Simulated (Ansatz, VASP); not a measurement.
## Ir: VASP beside Ansatz

The input INCAR:

```
  PREC = Accurate
  ENCUT = 520
  EDIFF = 1E-7
  ISMEAR = -1
  SIGMA = 0.08
  LREAL = False
  LASPH = True
  NELM = 80
  ALGO = Normal
  ISIF = 2
  LWAVE = False
  LCHARG = False
  LDIPOL = True
  IDIPOL = 3
  DIPOL = 0.5 0.5 0.500
  NBANDS = 30
```

KPOINTS

```
regular mesh
0
Gamma
  15 15 1
```

Contents of POSCAR:

```
Ir
1.0
    2.6954010160      0.0000000000      0.0000000000
   -1.3477005080      2.3342857532      0.0000000000
    0.0000000000      0.0000000000     21.6983000000
Ir
5
Direct
    0.8333333333      0.1666666667      0.2995629266
    0.1666666667      0.8333333333      0.3987913948
    0.5000000000      0.5000000000      0.4999999991
    0.8333333333      0.1666666667      0.6012086053
    0.1666666667      0.8333333333      0.7004370734
```

Input for Ansatz:

```yaml
crystal:
  lattice:
    - [2.695401016, 0.0, 0.0]
    - [-1.347700508, 2.3342857532, 0.0]
    - [0.0, 0.0, 21.6983]
  atoms:
    - { symbol: Ir, position: [0.8333333333, 0.1666666667, 0.2995629266] }
    - { symbol: Ir, position: [0.1666666667, 0.8333333333, 0.3987913948] }
    - { symbol: Ir, position: [0.5, 0.5, 0.4999999991] }
    - { symbol: Ir, position: [0.8333333333, 0.1666666667, 0.6012086053] }
    - { symbol: Ir, position: [0.1666666667, 0.8333333333, 0.7004370734] }
kpoints:
  mp_grid: { grid: [15, 15, 1] }
scf:
  occupations: { method: fermi_dirac, width: 0.08 }
hamiltonian:
  xc: lda
  pseudopotentials: { kind: paw }
output:
  forces: true
  stress: true
  eigenvalues: true
efield:
  axis: 3
  amplitude: 0
  dipole_correction: true
```

Alike in both runs: task single point; functional LDA; k mesh 15 × 15 × 1; occupations fermi-dirac, width 0.08 eV; no spin polarisation.

```csv
,VASP,Ansatz
version,VASP 6.6.1,Ansatz 0.2.0
potentials or method,"VASP PAW LDA potentials, release 64 (Ir)","PAW with Ansatz's default frozen-core files, scalar-relativistic"
plane-wave cutoff (eV),520,420
valence electrons in the cell,45,85
```

```csv
,VASP,Ansatz,Ansatz less VASP
rms of the force components (eV/Å),0.041,0.003,-0.0383
```

LDA's correlation is that of Perdew and Zunger in VASP and of Perdew and Wang (1992) in Ansatz. Atom by atom the forces differ by 0.044 eV/Å (rms over components). VASP's potentials hold 45 valence electrons a cell and Ansatz's 85, so a difference there can come from the potentials and not from the codes. Ansatz's warnings: vacuum density over bound.

Neither program's run includes spin-orbit coupling.
